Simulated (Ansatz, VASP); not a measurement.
**Ti2W in VASP and in Ansatz**

```xyz
6
Lattice="2.8166 0.0000 0.0000 -1.4083 2.4392 0.0000 0.0000 0.0000 13.3500" Properties=species:S:1:pos:R:3 pbc="T T T"
Ti    0.0000    1.6262   12.2375
Ti    0.0000    1.6262    7.7875
Ti    1.4083    0.8131    1.1125
Ti    1.4083    0.8131    5.5625
W     0.0000    1.6262    3.3375
W     1.4083    0.8131   10.0125
```

Alike in both runs: task single point; functional PBE; k mesh 6 × 6 × 2; occupations gaussian, width 0.1 eV; no spin polarisation.

|  | VASP | Ansatz |
| --- | --- | --- |
| version | VASP 6.6.1 | Ansatz 0.2.0 |
| potentials or method | VASP PAW PBE potentials, release 64 (Ti_sv, W_sv), cutoff 520 eV | scalar-relativistic, plane waves, PAW |
| valence electrons in the cell | 76 | 76 |

```tsv
	VASP	Ansatz	Ansatz less VASP
gap on the k mesh at the Fermi level (eV)	none	none	-
pressure (GPa)	18.3	18.5	+0.21
traceless stress, the component that is largest in VASP (GPa)	6.61	6.61	-0.006
rms of the force components (eV/Å)	0.271	0.262	-0.0093
```

Atom by atom the forces differ by 0.009 eV/Å (rms over components). A gap of «none» marks a metal or a gap that the smearing closes.

The k mesh is coarse, so the values compare programs but aren't converged. Neither program's run includes spin-orbit coupling.
